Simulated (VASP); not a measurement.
A run of VASP 6.6.1:

File INCAR:

```
SYSTEM = SnTe
ALGO = Normal ; DIPOL = 0.5 0.5 0.500
EDIFF = 1E-6 ; ENCUT = 520
GGA = PE ; IDIPOL = 3
ISIF = 2 ; ISMEAR = 0
LASPH = .True. ; LCHARG = .False.
LDIPOL = .True. ; LREAL = .False.
LWAVE = .False. ; NBANDS = 28
NELM = 80 ; PREC = Accurate
SIGMA = 0.05
```

The input KPOINTS:

```
k-points
0
Gamma
  9 9 1
  0 0 0
```

POSCAR

```
SnTe
1.0
    4.5346574230      0.0000000000      0.0000000000
   -2.2673287115      3.9271285258      0.0000000000
    0.0000000000      0.0000000000     20.5537984224
Te Sn
2 2
Direct
    0.3333333333      0.6666666667      0.3680277639
    0.0000000000      0.0000000000      0.5583885359
    0.6666666667      0.3333333333      0.4403665005
    0.3333333333      0.6666666667      0.6332171997
```

Potentials or basis: VASP PAW PBE potentials, release 64 (Te, Sn_d).

Command:

```console
$ cat potpaw_PBE.64/Te/POTCAR potpaw_PBE.64/Sn_d/POTCAR > POTCAR
$ mpirun -np 1 vasp_std > vasp.out
```

Hardware: 1 thread of AMD EPYC 7571, on a shared host.

Question: Estimate the wall time of this run.

Answer: Run time: 7 min on 1 thread of AMD EPYC 7571, on a shared host, peak memory 0.49 GiB. Counts: scf iterations 24, k points 12.
